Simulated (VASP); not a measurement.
Wanted: the native input for a VASP 6.6.1 run.

```
Task                   : relaxation of shape and atoms at fixed volume
Functional             : LDA
Potentials or basis    : VASP PAW LDA potentials, release 64 (Ni, H)
Cutoff                 : 600 eV
k mesh                 : 18 × 18 × 10
Occupations            : fermi-dirac, width 0.15 eV
Spin                   : no spin polarisation
Dipole correction      : no
Further INCAR settings : ALGO = Normal; EDIFF = 1e-06; IBRION = 2; EDIFFG = -0.001; NSW = 80; ISIF = 4
```

The structure of Ni2H lies in POSCAR:

```
Ni2H
1.0
    2.5073948323      0.0000000000      0.0000000000
   -1.2536974161      2.1714676221      0.0000000000
    0.0000000000      0.0000000000      4.1449670087
Ni H
2 1
Direct
    0.3333333333      0.6666666667      0.2595512630
    0.6666666667      0.3333333333      0.7404487370
    0.0000000000      0.0000000000      0.0000000000
```

These files were run (other wordings do the same):

INCAR

```
ALGO = Normal ; EDIFF = 1E-6
EDIFFG = -0.001 ; ENCUT = 600
GGA = CA ; IBRION = 2
ISIF = 4 ; ISMEAR = -1
LASPH = T ; LCHARG = F
LREAL = F ; LWAVE = F
NELM = 60 ; NSW = 80
PREC = Accurate ; SIGMA = 0.15
```

KPOINTS

```
k-points
0
Gamma
  18 18 10
```

Potentials or basis: VASP PAW LDA potentials, release 64 (Ni, H).

Run with:

```console
$ cat potpaw_LDA.64/Ni/POTCAR potpaw_LDA.64/H/POTCAR > POTCAR
$ mpirun -np 1 vasp_std > vasp.out
```

Results of the run:

```
Energy gained by relaxing : 0.0 meV/atom
Ionic steps               : 5
Pressure after relaxing   : -4.5 GPa
Band gap on the k mesh    : zero (an odd number of electrons rules out a gap without spin polarisation)
```

Run time: 5.1 min on 1 thread of Intel Xeon 8259CL, with other jobs on the host, peak memory 0.24 GiB.
